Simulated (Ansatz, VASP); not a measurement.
**Two plane-wave programs on SrCl2**

Contents of POSCAR:

```
SrCl2
1.0
    0.0000000000      3.2066600000      3.3460800000
    3.2066600000      0.0000000000      3.3460800000
    3.2066600000      3.2066600000      0.0000000000
Sr Cl
1 2
Direct
    0.0000000000      0.0000000000      0.0000000000
    0.2500000000      0.2500000000      0.2500000000
    0.7500000000      0.7500000000      0.7500000000
```

The input INCAR.step1:

```
SYSTEM = SrCl2
  PREC = Accurate
  ENCUT = 520
  ISMEAR = 0
  SIGMA = 0.05
  LREAL = .FALSE.
  LASPH = .TRUE.
  NELM = 80
  NBANDS = 19
  GGA = PE
  ALGO = Normal
  EDIFF = 1E-4
  LWAVE = .TRUE.
  LCHARG = .FALSE.
```

Contents of INCAR.step2:

```
SYSTEM = SrCl2
  PREC = Accurate
  ENCUT = 520
  EDIFF = 1E-6
  ISMEAR = 0
  SIGMA = 0.05
  LREAL = .FALSE.
  LASPH = .TRUE.
  NELM = 80
  ALGO = Normal
  ISIF = 2
  LWAVE = .FALSE.
  LCHARG = .FALSE.
  METAGGA = R2SCAN
  LMIXTAU = .TRUE.
  NBANDS = 19
  ISTART = 1
```

KPOINTS

```
Automatic mesh
0
G
  6 6 6
  0 0 0
```

Input for Ansatz:

```yaml
crystal:
  lattice:
    - [0.0, 3.20666, 3.34608]
    - [3.20666, 0.0, 3.34608]
    - [3.20666, 3.20666, 0.0]
  atoms:
    - { symbol: Sr, position: [0.0, 0.0, 0.0] }
    - { symbol: Cl, position: [0.25, 0.25, 0.25] }
    - { symbol: Cl, position: [0.75, 0.75, 0.75] }
basis:
  ecutwfc: 500
kpoints:
  mp_grid: { grid: [6, 6, 6] }
hamiltonian:
  xc: r2scan
scf:
  occupations: { method: gaussian, width: 0.05 }
output:
  forces: true
  stress: true
  eigenvalues: true
```

Change from the starting cell: strain -0.080 along x and y, -0.040 along z, atoms carried along.

Alike in both runs: task single point; functional r2SCAN; k mesh 6 × 6 × 6; occupations gaussian, width 0.05 eV; no spin polarisation.

|  | VASP | Ansatz |
| --- | --- | --- |
| version | VASP 6.6.1 | Ansatz 0.2.0 |
| potentials or method | VASP PAW PBE potentials, release 64 (Sr_sv, Cl), cutoff 520 eV | scalar-relativistic, plane waves, PAW |
| valence electrons in the cell | 24 | 24 |

|  | VASP | Ansatz | Ansatz less VASP |
| --- | --- | --- | --- |
| gap on the k mesh at the Fermi level (eV) | 5.62 | 5.62 | -0.002 |
| least direct gap on the mesh (eV) | 5.64 | 5.64 | -0.002 |
| pressure (GPa) | 13.5 | 13.4 | -0.18 |
| traceless stress, the component that is largest in VASP (GPa) | -2.13 | -2.15 | -0.020 |

VASP's potentials were made for PBE, not for r2SCAN.
